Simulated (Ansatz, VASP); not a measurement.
# AlRu in VASP and in Ansatz

```
Ru Al
1.0
     2.97325    0.00000    0.00000
     0.00000    2.97325    0.00000
     0.00000    0.00000    2.97325
Ru Al
1 1
Direct
  0.00000 0.00000 0.00000
  0.50000 0.50000 0.50000
```

Alike in both runs: functional PBE; dispersion D3(BJ); k mesh 14 × 14 × 14; occupations gaussian, width 0.1 eV; no spin polarisation.

Ansatz relaxed the structure, and its values are those at the end. VASP's run is a single point on that final structure, the one shown.

|  | VASP | Ansatz |
| --- | --- | --- |
| version | VASP 6.6.1 | Ansatz 0.2.0 |
| potentials or method | VASP PAW PBE potentials, release 64 (Ru_pv, Al), cutoff 500 eV | scalar-relativistic, plane waves, PAW |
| valence electrons in the cell | 17 | 19 |

|  | VASP | Ansatz | Ansatz less VASP |
| --- | --- | --- | --- |
| gap on the k mesh at the Fermi level (eV) | none | none | - |
| pressure (GPa) | 0.0 | 0.0 | -0.04 |

A gap of «none» marks a metal or a gap that the smearing closes. VASP's potentials hold 17 valence electrons a cell and Ansatz's 19, so a difference there can come from the potentials and not from the codes.
